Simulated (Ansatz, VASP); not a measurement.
**One calculation of CaO, two programs**

```
Ca O
1.0
     0.00000    2.40356    2.40356
     2.40356    0.00000    2.40356
     2.40356    2.40356    0.00000
Ca O
1 1
Cartesian
  0.0000 0.0000 0.0000
  2.4036 2.4036 2.4036
```

Alike in both runs: task relaxation of cell and atoms; functional PBEsol; k mesh 10 × 10 × 10; occupations fermi-dirac, width 0.05 eV; no spin polarisation.

|  | VASP | Ansatz |
| --- | --- | --- |
| version | VASP 6.6.1 | Ansatz 0.2.0 |
| potentials or method | VASP PAW PBE potentials, release 64 (Ca_sv, O), cutoff 600 eV | all-electron LAPW, scalar-relativistic |

VASP gave:

* relaxed volume (Å³/atom): 13.61
* relaxed cell length with the largest relative difference (Å): 3.376

Which values does Ansatz return?

Relaxed volume (Å³/atom): 13.55; relaxed cell length with the largest relative difference (Å): 3.371.

VASP's potentials were made for PBE, not for PBEsol. Ansatz ran all-electron here, and VASP with PAW potentials.
